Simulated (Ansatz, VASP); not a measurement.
**WS2: VASP beside Ansatz**

```
W S
1.0
     3.12700    0.00000    0.00000
    -1.56350    2.70806    0.00000
     0.00000    0.00000   12.16026
W S
2 4
Direct
  0.33333 0.66667 0.25000
  0.66667 0.33333 0.75000
  0.33333 0.66667 0.62154
  0.66667 0.33333 0.12154
  0.33333 0.66667 0.87846
  0.66667 0.33333 0.37846
```

Alike in both runs: functional LDA; k mesh 12 × 12 × 2; occupations gaussian, width 0.02 eV; no spin polarisation.

Ansatz relaxed the structure, and its values are those at the end. VASP's run is a single point on that final structure, the one shown.

|  | VASP | Ansatz |
| --- | --- | --- |
| version | VASP 6.6.1 | Ansatz 0.2.0 |
| potentials or method | VASP PAW LDA potentials, release 64 (W_sv, S), cutoff 520 eV | scalar-relativistic, plane waves, PAW |
| valence electrons in the cell | 52 | 52 |

Ansatz gave:

| Quantity | Value |
| --- | --- |
| gap on the k mesh at the Fermi level (eV) | 0.84 |
| least direct gap on the mesh (eV) | 1.88 |
| pressure (GPa) | 0.0 |
| rms of the force components (eV/Å) | 0.000 |

Q: Estimate VASP's values.

A: gap on the k mesh at the Fermi level (eV): 0.85; least direct gap on the mesh (eV): 1.89; pressure (GPa): 0.4; rms of the force components (eV/Å): 0.021.

Ansatz warns that its potentials were made for another functional, while VASP's fit it. LDA's correlation is that of Perdew and Zunger in VASP and of Perdew and Wang (1992) in Ansatz.

Spin-orbit coupling is off throughout.
